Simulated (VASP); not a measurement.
Here is a VASP 6.6.1 calculation.

INCAR

```
  PREC = Accurate
  ENCUT = 520
  EDIFF = 1E-7
  ISMEAR = 0
  SIGMA = 0.01
  LREAL = False
  LASPH = True
  NELM = 80
  ALGO = Normal
  ISIF = 2
  LWAVE = False
  LCHARG = True
  GGA = PE
  LELF = True
  LVHAR = True
  NBANDS = 24
```

File KPOINTS:

```
regular mesh
0
Gamma
  6 6 4
```

POSCAR

```
SrO
1.0
    4.2026029828      0.0000000000      0.0000000000
   -2.1013014914      3.6395609451      0.0000000000
    0.0000000000      0.0000000000      5.0788087861
Sr O
2 2
Direct
    0.3333333333      0.6666666667      0.2500000000
    0.6666666667      0.3333333333      0.7500000000
    0.6666666667      0.3333333333      0.2500000000
    0.3333333333      0.6666666667      0.7500000000
```

Potentials or basis: VASP PAW PBE potentials, release 64 (Sr_sv, O).

Run with:

```bash
$ cat potpaw_PBE.64/Sr_sv/POTCAR potpaw_PBE.64/O/POTCAR > POTCAR
$ mpirun -np 1 vasp_std > vasp.out
```

Task: Estimate the pressure.

Result: 5.5 GPa.

Task: What does it give for the band gap on the k mesh?

Result: 2.79 eV, direct.

Stress tensor (GPa, compression positive):
```
5.31 0.00 0.00
0.00 5.31 0.00
0.00 0.00 5.79
```
